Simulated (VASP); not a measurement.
# W (Fd-3m) in VASP: notebook

W is run at these levels: revPBE; tasks: single point.

Everything below comes from runs of VASP 6.6.1. Logs are shortened: lines on timing, memory, paths and dates and some standing lists are left out, and cuts for length are marked.

## Step 1: The cell of the first run

It takes space group Fd-3m (No. 227, cubic). The conventional cell has a = 5.858 Å, b = 5.858 Å, c = 5.858 Å, α = 90.00°, β = 90.00°, γ = 90.00°. W (site symmetry -43m) has 4 W at 2.54 Å within 3.3 Å.

This isn't the form of W at room conditions, which is bcc.

## Step 2: Single point, revPBE

File INCAR:

```
ALGO = Normal
EDIFF = 1E-6
ENCUT = 520
GGA = RE
ISIF = 2
ISMEAR = -1
LASPH = T
LCHARG = T
LELF = T
LREAL = F
LVHAR = T
LWAVE = F
NBANDS = 21
NELM = 100
PREC = Accurate
SIGMA = 0.1
```

File KPOINTS:

```
k-points
0
Gamma
  10 10 10
```

File POSCAR:

```
W
1.0
    0.0000000000      2.9287533384      2.9287533384
    2.9287533384      0.0000000000      2.9287533384
    2.9287533384      2.9287533384      0.0000000000
W
2
Direct
    0.1250000000      0.1250000000      0.1250000000
    0.8750000000      0.8750000000      0.8750000000
```

Potentials or basis: VASP PAW PBE potentials, release 64 (W_sv).

On the command line:

```console
$ cat potpaw_PBE.64/W_sv/POTCAR > POTCAR
$ mpirun -np 1 vasp_std > vasp.out
```

OUTCAR:

```text
EDIFF = 1E-6
   ENCUT = 520
   GGA = RE
   ISIF = 2
   ISMEAR = -1
   LASPH = T
   LREAL = F
   NELM = 100
   PREC = Accurate

 ion  position               nearest neighbor table
   1  0.125  0.125  0.125-   2 2.54   2 2.54   2 2.54   2 2.54
   2  0.875  0.875  0.875-   1 2.54   1 2.54   1 2.54   1 2.54

  LATTYP: Found a face centered cubic cell.
 ALAT       =     5.8575066768

  Lattice vectors:

 A1 = (   0.0000000000,   2.9287533384,   2.9287533384)
 A2 = (   2.9287533384,   0.0000000000,   2.9287533384)
 A3 = (   2.9287533384,   2.9287533384,   0.0000000000)

Analysis of symmetry for initial positions (statically):
=====================================================================
 Subroutine PRICEL returns:
 Original cell was already a primitive cell.

 Routine SETGRP: Setting up the symmetry group for a
 face centered cubic supercell.

 Subroutine GETGRP returns: Found 48 space group operations
 (whereof 12 operations were pure point group operations)
 out of a pool of 48 trial point group operations.

The static configuration has the point symmetry D_3d.
 The point group associated with its full space group is O_h .

Analysis of symmetry for dynamics (positions and initial velocities):
=====================================================================
 Subroutine PRICEL returns:
 Original cell was already a primitive cell.

 Routine SETGRP: Setting up the symmetry group for a
 face centered cubic supercell.

 Subroutine GETGRP returns: Found 48 space group operations
 (whereof 12 operations were pure point group operations)
 out of a pool of 48 trial point group operations.

The dynamic configuration has the point symmetry D_3d.
 The point group associated with its full space group is O_h .

 Subroutine INISYM returns: Found 48 space group operations
 (whereof 12 operations are pure point group operations),
 and found     1 'primitive' translations

----------------------------------------------------------------------------------------

                                     Primitive cell

  volume of cell :      50.2433

  direct lattice vectors                    reciprocal lattice vectors
     0.000000000  2.928753338  2.928753338    -0.170721103  0.170721103  0.170721103
     2.928753338  0.000000000  2.928753338     0.170721103 -0.170721103  0.170721103
     2.928753338  2.928753338  0.000000000     0.170721103  0.170721103 -0.170721103

  length of vectors
     4.141882692  4.141882692  4.141882692     0.295697624  0.295697624  0.295697624

  position of ions in fractional coordinates (direct lattice)
     0.125000000  0.125000000  0.125000000
     0.875000000  0.875000000  0.875000000

  ion indices of the primitive-cell ions
   primitive index   ion index
                 1           1
                 2           2

----------------------------------------------------------------------------------------

 KPOINTS: k-points

Automatic generation of k-mesh.
 Grid dimensions read from file:
 generate k-points for:   10   10   10

 Generating k-lattice:

  Cartesian coordinates                     Fractional coordinates (reciprocal lattice)
    -0.017072110  0.017072110  0.017072110     0.100000000  0.000000000  0.000000000
     0.017072110 -0.017072110  0.017072110     0.000000000  0.100000000  0.000000000
     0.017072110  0.017072110 -0.017072110     0.000000000  0.000000000  0.100000000

  Length of vectors
     0.029569762  0.029569762  0.029569762

  Shift w.r.t. Gamma in fractional coordinates (k-lattice)
     0.000000000  0.000000000  0.000000000

 Subroutine IBZKPT returns following result:
 ===========================================

 Found     47 irreducible k-points:

 Following reciprocal coordinates:
            Coordinates               Weight
  0.000000  0.000000  0.000000      1.000000
  0.100000  0.000000  0.000000      8.000000
  0.200000  0.000000  0.000000      8.000000
  0.300000  0.000000  0.000000      8.000000
  0.400000  0.000000  0.000000      8.000000
  0.500000  0.000000  0.000000      4.000000
[... 16 lines left out ...]
  0.300000  0.300000  0.000000      6.000000
  0.400000  0.300000  0.000000     24.000000
 [... further k-points ...]
   k-points           NKPTS =     47   k-points in BZ     NKDIM =     47   number of bands    NBANDS=     21
   number of dos      NEDOS =    301   number of ions     NIONS =      2
   total plane-waves  NPLWV =  32768
   dimension x,y,z NGX =    32 NGY =   32 NGZ =   32
   dimension x,y,z NGXF=    64 NGYF=   64 NGZF=   64
   ions per type =               2
   NGX,Y,Z   is equivalent  to a cutoff of  12.84, 12.84, 12.84 a.u.
   NGXF,Y,Z  is equivalent  to a cutoff of  25.69, 25.69, 25.69 a.u.
 SYSTEM =  unknown system
   PREC   = accura    normal or accurate (medium, high low for compatibility)
   ISTART =      0    job   : 0-new  1-cont  2-samecut
   ICHARG =      2    charge: 1-file 2-atom 10-const
   ISPIN  =      1    spin polarized calculation?
   LNONCOLLINEAR =      F non collinear calculations
   LSORBIT =      F    spin-orbit coupling
   LASPH  =      T    aspherical Exc in radial PAW
   ENCUT  =  520.0 eV  38.22 Ry    6.18 a.u.   7.70  7.70  7.70*2*pi/ulx,y,z
   NELM   =    100;   NELMIN=  2; NELMDL= -5     # of ELM steps
   EDIFF  = 0.1E-05   stopping-criterion for ELM
   LREAL  =      F    real-space projection
   EDIFFG = 0.1E-04   stopping-criterion for IOM
   NSW    =      0    number of steps for IOM
   IBRION =     -1    ionic relax: 0-MD 1-quasi-New 2-CG
   NFREE  =      0    steps in history (QN), initial steepest desc. (CG)
   ISIF   =      2    stress and relaxation
   ISYM   =      2    0-nonsym 1-usesym 2-fastsym
   POTIM  = 0.5000    time-step for ionic-motion
   TEBEG  =    0.0;   TEEND  =   0.0 temperature during run
   PSTRESS=    0.0 pullay stress
   NELECT =      28.0000    total number of electrons
   NUPDOWN=      -1.0000    fix difference up-down
   EMIN   =  10.00;   EMAX   =-10.00  energy-range for DOS
   EFERMI =   0.00;   METHOD = LEGACY
   ISMEAR =    -1;   SIGMA  =   0.10  broadening in eV -4-tet -1-fermi 0-gaus
   EFERMI_NEDOS =   21; number of points for ismear=-14 and -15
   IALGO  =     38    algorithm
   IMIX   =      4    mixing-type and parameters
     AMIX     =   0.40;   BMIX     =  1.00
     AMIX_MAG =   1.60;   BMIX_MAG =  1.00
  volume/ion in A,a.u.               =      25.12       169.53
  Fermi-wavevector in a.u.,A,eV,Ry     =   1.347208  2.545854 24.694165  1.814970
  Thomas-Fermi vector in A             =   2.474977
   LORBIT       =      0    0 simple, 1 ext, 2 COOP (PROOUT), +10 PAW based schemes
   GGA     = RE    functional components
   LHFCALC =     F    Hartree Fock is set to
   AEXX    =    0.0000 exact exchange contribution
   IVDW    =     0    specifies the selected vdW correction
   LEPSILON=     F    determine dielectric tensor
   LRPA    =     F    only Hartree local field effects (RPA)
 non-spin polarized calculation
  energy-cutoff  :      520.00
  volume of cell :       50.24
 maximum number of plane-waves:      1369
   NGX = 15   NGY = 15   NGZ = 15

 number of electron      28.0000002 magnetization

 Free energy of the ion-electron system (eV)
  ---------------------------------------------------
  ext. energy  EPLUGINS =         0.00000000
  ---------------------------------------------------
  free energy    TOTEN  =       -19.83437963 eV

  energy without entropy =      -19.73457792  energy(sigma->0) =      -19.78447878

 E-fermi :   5.1433     XC(G=0): -10.6483

 val. band max:        5.1295943548   @ k =  -0.4000   0.4000   0.0000
 cond. band min:       5.1538880861   @ k =  -0.4000   0.4000   0.1000
 fundamental gap:      0.0242937312
 Fermi energy:         5.1433101524

 k-point     1 :       0.0000    0.0000    0.0000
  band No.  band energies     occupation
      1     -68.0273      2.00000
      2     -67.7311      2.00000
      3     -32.5922      2.00000
      4     -32.5922      2.00000
      5     -32.5922      2.00000
      6     -31.7210      2.00000
[... 13 lines left out ...]
     20      15.7672      0.00000
     21      15.8707      0.00000

 k-point     2 :       0.1000    0.0000    0.0000
  band No.  band energies     occupation
      1     -68.0220      2.00000
      2     -67.7365      2.00000
      3     -32.6021      2.00000
      4     -32.6021      2.00000
      5     -32.5904      2.00000
      6     -31.7238      2.00000
[... 13 lines left out ...]
     20      15.3933      0.00000
     21      16.0850      0.00000

 k-point     3 :       0.2000    0.0000    0.0000
  band No.  band energies     occupation
      1     -68.0070      2.00000
      2     -67.7520      2.00000
      3     -32.6270      2.00000
      4     -32.6270      2.00000
      5     -32.5860      2.00000
      6     -31.7308      2.00000
[... 13 lines left out ...]
     20      14.4384      0.00000
     21      15.0819      0.00000

 k-point     4 :       0.3000    0.0000    0.0000
  band No.  band energies     occupation
      1     -67.9854      2.00000
      2     -67.7740      2.00000
      3     -32.6559      2.00000
      4     -32.6559      2.00000
      5     -32.5811      2.00000
      6     -31.7388      2.00000
[... 13 lines left out ...]
     20      12.2252      0.00000
     21      14.8723      0.00000

 k-point     5 :       0.4000    0.0000    0.0000
  band No.  band energies     occupation
      1     -67.9639      2.00000
      2     -67.7958      2.00000
      3     -32.6781      2.00000
      4     -32.6781      2.00000
      5     -32.5776      2.00000
      6     -31.7447      2.00000
[... 13 lines left out ...]
     20      10.5171      0.00000
     21      14.8289      0.00000
[... 382 lines left out ...]
     20      11.0844      0.00000
     21      12.7612      0.00000

 k-point    22 :      -0.2000    0.2000    0.0000
  band No.  band energies     occupation
      1     -67.9767      2.00000
      2     -67.7828      2.00000
      3     -32.7233      2.00000
      4     -32.6572      2.00000
      5     -32.5095      2.00000
      6     -31.8100      2.00000
[... 13 lines left out ...]
     20      12.6789      0.00000
     21      13.3782      0.00000

 k-point    23 :       0.3000    0.3000    0.0000
  band No.  band energies     occupation
      1     -67.9669      2.00000
      2     -67.7927      2.00000
      3     -32.7233      2.00000
      4     -32.7233      2.00000
      5     -32.4190      2.00000
      6     -31.9097      2.00000
[... 13 lines left out ...]
     20      12.9294      0.00000
     21      13.1517      0.00000

 k-point    24 :       0.4000    0.3000    0.0000
  band No.  band energies     occupation
      1     -67.9457      2.00000
      2     -67.8143      2.00000
      3     -32.7516      2.00000
      4     -32.7441      2.00000
      5     -32.3663      2.00000
      6     -31.9640      2.00000
[... 13 lines left out ...]
     20      11.5924      0.00000
     21      12.2821      0.00000

 [... further k-points ...]

------------------------ aborting loop because EDIFF is reached ----------------------------------------

  FORCE on cell =-STRESS in cart. coord.  units (eV):
  Direction    XX          YY          ZZ          XY          YZ          ZX
  --------------------------------------------------------------------------------------
  -------------------------------------------------------------------------------------
  Total        0.1274543      0.1274543      0.1274543      0.0000000      0.0000000      0.0000000
  in kB        4.0643086      4.0643086      4.0643086      0.0000000      0.0000000      0.0000000
  external PRESSURE =       4.0643086 kB  Pullay stress =       0.0000000 kB

 VOLUME and BASIS-vectors are now :
 -----------------------------------------------------------------------------
  energy-cutoff  :      520.00
  volume of cell :       50.24
      direct lattice vectors                 reciprocal lattice vectors
     0.000000000  2.928753338  2.928753338    -0.170721103  0.170721103  0.170721103
     2.928753338  0.000000000  2.928753338     0.170721103 -0.170721103  0.170721103
     2.928753338  2.928753338  0.000000000     0.170721103  0.170721103 -0.170721103

 POSITION                                       TOTAL-FORCE (eV/Angst)
 -----------------------------------------------------------------------------------
      0.73219      0.73219      0.73219        -0.000000     -0.000000     -0.000000
      5.12532      5.12532      5.12532         0.000000      0.000000      0.000000
 -----------------------------------------------------------------------------------
    total drift:                                0.000000      0.000000     -0.000000

  FREE ENERGIE OF THE ION-ELECTRON SYSTEM (eV)
  ---------------------------------------------------
  free  energy   TOTEN  =       -19.8343796322 eV

  energy  without entropy=      -19.7345779203  energy(sigma->0) =      -19.78447878
```

Run time: 48 s. Hardware: 1 thread of Intel Xeon 8259CL, shared host; peak memory 0.19 GiB.

Results:

| Item | Value |
| --- | --- |
| Free energy | -19.8344 eV |
| Pressure | 0.4 GPa |
| Band gap on the k mesh | zero (bands 14 and 15 overlap by 0.90 eV) |

Caveat: the PAW data sets were made with another functional, which shifts forces and pressure a little; spin-orbit coupling is left out, which moves the levels of the heavy elements.

## Step 3: Single point, revPBE (22.11 Å³/atom)

This run uses another cell than the first one, of 22.11 Å³/atom.

File INCAR:

```
SYSTEM = W
PREC = Accurate ; ENCUT = 520
EDIFF = 1E-6 ; ISMEAR = -1
SIGMA = 0.1 ; LREAL = .False.
LASPH = .True. ; NELM = 60
ALGO = Normal ; ISIF = 2
LWAVE = .False. ; LCHARG = .False.
GGA = RE ; NBANDS = 21
```

File KPOINTS:

```
Automatic mesh
0
Gamma
  11 11 11
  0 0 0
```

File POSCAR:

```
W
1.0
    0.0000000000      2.8065773804      2.8065773804
    2.8065773804      0.0000000000      2.8065773804
    2.8065773804      2.8065773804      0.0000000000
W
2
Direct
    0.1250000000      0.1250000000      0.1250000000
    0.8750000000      0.8750000000      0.8750000000
```

Potentials or basis: VASP PAW PBE potentials, release 64 (W_sv).

On the command line:

```console
$ cat potpaw_PBE.64/W_sv/POTCAR > POTCAR
$ mpirun -np 1 vasp_std > vasp.out
```

It took 53 s on 1 thread of Intel Xeon 8259CL, shared host; peak memory 0.19 GiB.

It converged, with:

| Item | Value |
| --- | --- |
| Free energy | -19.4875 eV |
| Pressure | 19.9 GPa |
| Band gap on the k mesh | zero (bands 14 and 15 overlap by 1.00 eV) |

Levels at points of the mesh, in eV from the Fermi level:
```tsv
k point	band 12	band 13	band 14	band 15	band 16	band 17
(0.00, 0.00, 0.00)	-1.23	-1.23	-1.23	1.69	1.69	1.69
```

Caveat: the cell stands under pressure; the PAW data sets were made with another functional, which shifts forces and pressure a little; spin-orbit coupling is left out, which moves the levels of the heavy elements.

## Step 4: Single point, revPBE (24.12 Å³/atom)

This run uses another cell than the first one, of 24.12 Å³/atom.

File INCAR:

```
PREC     = Accurate       # precision mode
ENCUT    = 520            # plane-wave cutoff, eV
EDIFF    = 1E-6           # SCF threshold, eV
ISMEAR   = -1             # smearing method
SIGMA    = 0.1            # smearing width, eV
LREAL    = F              # projectors in reciprocal space
LASPH    = T              # aspherical terms in the spheres
NELM     = 80             # most SCF steps
ALGO     = Normal         # electronic algorithm
ISIF     = 2              # what is computed and relaxed
LWAVE    = F              # write WAVECAR
LCHARG   = F              # write CHGCAR
GGA      = RE             # functional
NBANDS   = 21             # bands
```

File KPOINTS:

```
Automatic mesh
0
Gamma
  11 11 11
```

File POSCAR:

```
W
1.0
    0.0000000000      2.8891707384      2.8891707384
    2.8891707384      0.0000000000      2.8891707384
    2.8891707384      2.8891707384      0.0000000000
W
2
Direct
    0.1250000000      0.1250000000      0.1250000000
    0.8750000000      0.8750000000      0.8750000000
```

On the command line:

```console
$ cat potpaw_PBE.64/W_sv/POTCAR > POTCAR
$ mpirun -np 1 vasp_std > vasp.out
```

It took 64 s on 1 thread of Intel Xeon 8259CL, shared host; peak memory 0.19 GiB.

It converged, with:

```
Free energy            : -19.7991 eV
Pressure               : 5.7 GPa
Band gap on the k mesh : zero (bands 14 and 15 overlap by 0.99 eV)
```

Levels at points of the mesh, in eV from the Fermi level:
```
           k point  band 12  band 13  band 14  band 15  band 16  band 17
(0.00, 0.00, 0.00)    -1.11    -1.11    -1.11     1.58     1.58     1.58
```

Caveat: the cell stands under pressure; the PAW data sets were made with another functional, which shifts forces and pressure a little; spin-orbit coupling is left out, which moves the levels of the heavy elements.

## Step 5: Overview

```csv
cell,k mesh,gap on the mesh (eV),pressure (GPa)
"a = 4.142 Å, angles 60.0°, 2 atoms",10 × 10 × 10,none,0.4
"a = 3.969 Å, angles 60.0°, 2 atoms",11 × 11 × 11,none,19.9
"a = 4.086 Å, angles 60.0°, 2 atoms",11 × 11 × 11,none,5.7
```

Alike in all rows: task single point; level revPBE; potentials or basis VASP PAW PBE potentials, release 64 (W_sv); no spin polarisation; cutoff (eV) 520; smearing fermi-dirac 0.1 eV.

Caveats: the PAW data sets were made with another functional, which shifts forces and pressure a little; spin-orbit coupling is left out, which moves the levels of the heavy elements; the cell stands under pressure (at least some runs).

Total energies depend on the potentials used, so only differences within one code and one set of settings carry meaning.
